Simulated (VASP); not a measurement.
Set up this calculation in VASP 6.6.1, as the native input.

- Task: single point
- Functional: PBEsol
- Potentials or basis: VASP PAW PBE potentials, release 64 (Ge_d)
- Cutoff: 520 eV
- k mesh: 14 × 14 × 14
- Occupations: gaussian, width 0.15 eV
- Spin: no spin polarisation
- Dipole correction: no
- Further INCAR settings: ALGO = Normal; EDIFF = 1e-07; NBANDS = 21

The structure of Ge lies in POSCAR:

```
Ge
1.0
    0.0000000000      2.7580507500      2.7580507500
    2.7580507500      0.0000000000      2.7580507500
    2.7580507500      2.7580507500      0.0000000000
Ge
2
Direct
    0.5000000000      0.5000000000      0.5000000000
    0.7500000000      0.7500000000      0.7500000000
```

This cell differs from its parent crystal: strain -0.025 along x and y, -0.025 along z.

These files were run (other wordings do the same):

INCAR

```
ALGO     = Normal         # electronic algorithm
EDIFF    = 1E-7           # SCF threshold, eV
ENCUT    = 520            # plane-wave cutoff, eV
GGA      = PS             # functional
ISIF     = 2              # what is computed and relaxed
ISMEAR   = 0              # smearing method
LASPH    = T              # aspherical terms in the spheres
LCHARG   = T              # write CHGCAR
LELF     = T              # ELF
LREAL    = F              # projectors in reciprocal space
LVHAR    = T            
LWAVE    = F              # write WAVECAR
NBANDS   = 21             # bands
NELM     = 100            # most SCF steps
PREC     = Accurate       # precision mode
SIGMA    = 0.15           # smearing width, eV
```

KPOINTS

```
k-points
0
Gamma
  14 14 14
```

Potentials or basis: VASP PAW PBE potentials, release 64 (Ge_d).

Command:

```bash
$ cat potpaw_PBE.64/Ge_d/POTCAR > POTCAR
$ mpirun -np 1 vasp_std > vasp.out
```

Results of the run:

* Pressure: 7.0 GPa
* Band gap on the k mesh: 0.37 eV, indirect (least direct gap 0.71 eV)

Caveat: the cell differs from its parent crystal (strain -0.025 along x and y, -0.025 along z); the PAW data sets were made with another functional, which shifts forces and pressure a little.

It took 97 s on 1 thread of Intel(R) Xeon(R) Platinum 8259CL CPU @ 2.50GHz (Skylake/Cascade Lake), on a shared host, peak memory 0.21 GiB.
